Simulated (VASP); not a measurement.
Set up this calculation in VASP 6.6.1, as the native input.

| Quantity | Value |
| --- | --- |
| Task | single point |
| Functional | PBE |
| Potentials or basis | VASP PAW PBE potentials, release 64 (Be, Te, Br) |
| Cutoff | 520 eV |
| k mesh | 4 × 4 × 4 |
| Occupations | gaussian, width 0.1 eV |
| Spin | no spin polarisation |
| Dipole correction | no |
| Further INCAR settings | ALGO = Normal; EDIFF = 1e-07; NBANDS = 32 |

The structure of BeTe6Br lies in POSCAR:

```
BeTe6Br
1.0
    0.0000000000      4.7325299844      4.7325299844
    4.7325299844      0.0000000000      4.7325299844
    4.7325299844      4.7325299844      0.0000000000
Be Te Br
1 6 1
Direct
    0.5000000000      0.5000000000      0.5000000000
    0.5000000000      0.0000000000      0.0000000000
    0.0000000000      0.5000000000      0.5000000000
    0.0000000000      0.5000000000      0.0000000000
    0.5000000000      0.0000000000      0.5000000000
    0.0000000000      0.0000000000      0.5000000000
    0.5000000000      0.5000000000      0.0000000000
    0.0000000000      0.0000000000      0.0000000000
```

The cell was generated, and may not be a known phase.

One way to write it, as run:

INCAR

```
PREC     = Accurate       # precision mode
ENCUT    = 520            # plane-wave cutoff, eV
EDIFF    = 1E-7           # SCF threshold, eV
ISMEAR   = 0              # smearing method
SIGMA    = 0.1            # smearing width, eV
LREAL    = F              # projectors in reciprocal space
LASPH    = T              # aspherical terms in the spheres
NELM     = 80             # most SCF steps
ALGO     = Normal         # electronic algorithm
ISIF     = 2              # what is computed and relaxed
LWAVE    = F              # write WAVECAR
LCHARG   = F              # write CHGCAR
GGA      = PE             # functional
NBANDS   = 32             # bands
```

KPOINTS

```
regular mesh
0
Gamma
  4 4 4
```

Potentials or basis: VASP PAW PBE potentials, release 64 (Be, Te, Br).

Command:

```console
$ cat potpaw_PBE.64/Be/POTCAR potpaw_PBE.64/Te/POTCAR potpaw_PBE.64/Br/POTCAR > POTCAR
$ mpirun -np 1 vasp_std > vasp.out
```

It gave:

```
Pressure               : -0.1 GPa
Band gap on the k mesh : zero (an odd number of electrons rules out a gap without spin polarisation)
```

Caveat: spin-orbit coupling is left out, which moves the levels of the heavy elements; an odd number of electrons without spin polarisation forces a metal; a magnetic or distorted state may lie lower.

Run time: 3 min on 1 thread of AMD EPYC 7R13, on a shared host, peak memory 0.33 GiB.
